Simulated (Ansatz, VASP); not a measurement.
# Li6Pb3N: VASP beside Ansatz

Contents of INCAR:

```
SYSTEM = Li6Pb3N
ALGO = Normal ; EDIFF = 1E-7
ENCUT = 520 ; GGA = PE
ISIF = 2 ; ISMEAR = 1
LASPH = .TRUE. ; LCHARG = .TRUE.
LELF = .TRUE. ; LREAL = .FALSE.
LVHAR = .TRUE. ; LWAVE = .FALSE.
NBANDS = 44 ; NELM = 80
PREC = Accurate ; SIGMA = 0.0767
```

Contents of KPOINTS:

```
k-points
0
G
  4 4 4
  0 0 0
```

POSCAR

```
Li6Pb3N
1.0
    0.0000000000      4.4585810000      4.4585810000
    4.4585810000      0.0000000000      4.4585810000
    4.4585810000      4.4585810000      0.0000000000
Pb N Li
3 1 6
Direct
    0.0000000000      0.0000000000      0.0000000000
    0.7500000000      0.7500000000      0.7500000000
    0.2500000000      0.2500000000      0.2500000000
    0.5000000000      0.5000000000      0.5000000000
    0.3176000000      0.6824000000      0.3176000000
    0.3176000000      0.6824000000      0.6824000000
    0.6824000000      0.3176000000      0.6824000000
    0.6824000000      0.3176000000      0.3176000000
    0.3176000000      0.3176000000      0.6824000000
    0.6824000000      0.6824000000      0.3176000000
```

Input for Ansatz:

```yaml
crystal:
  lattice:
    - [0.0, 4.458581, 4.458581]
    - [4.458581, 0.0, 4.458581]
    - [4.458581, 4.458581, 0.0]
  atoms:
    - { symbol: Pb, position: [0.0, 0.0, 0.0] }
    - { symbol: Pb, position: [0.75, 0.75, 0.75] }
    - { symbol: Pb, position: [0.25, 0.25, 0.25] }
    - { symbol: "N", position: [0.5, 0.5, 0.5] }
    - { symbol: Li, position: [0.3176, 0.6824, 0.3176] }
    - { symbol: Li, position: [0.3176, 0.6824, 0.6824] }
    - { symbol: Li, position: [0.6824, 0.3176, 0.6824] }
    - { symbol: Li, position: [0.6824, 0.3176, 0.3176] }
    - { symbol: Li, position: [0.3176, 0.3176, 0.6824] }
    - { symbol: Li, position: [0.6824, 0.6824, 0.3176] }
  symmetry: { tolerance: 0.0003 }
kpoints:
  mp_grid: { grid: [4, 4, 4], shift: [0, 0, 0] }
magnetization:
  spin_polarized: false
scf:
  occupations: { method: cold, width: 0.0767 }
hamiltonian:
  pseudopotentials: { kind: paw }
  xc: pbe
basis:
  ecutwfc: 420
output:
  forces: true
  stress: true
  eigenvalues: true
```

Alike in both runs: task single point; functional PBE; k mesh 4 × 4 × 4; no spin polarisation.

```csv
,VASP,Ansatz
version,VASP 6.6.1,Ansatz 0.2.0
potentials or method,"VASP PAW PBE potentials, release 64 (Pb_d, N, Li_sv), cutoff 520 eV",PAW plane waves
occupations,"methfessel-paxton of order 1, width 0.0767 eV","cold, width 0.0767 eV"
valence electrons in the cell,65,65
```

```tsv
	VASP	Ansatz	Ansatz less VASP
gap on the k mesh at the Fermi level (eV)	none	none	-
rms of the force components (eV/Å)	1.617	1.537	-0.0798
```

Atom by atom the forces differ by 0.080 eV/Å (rms over components). A gap of «none» marks a metal or a gap that the smearing closes.

Spin-orbit coupling is off throughout. Noted on VASP's run: the cutoff is short for stress, so the pressure is rough.
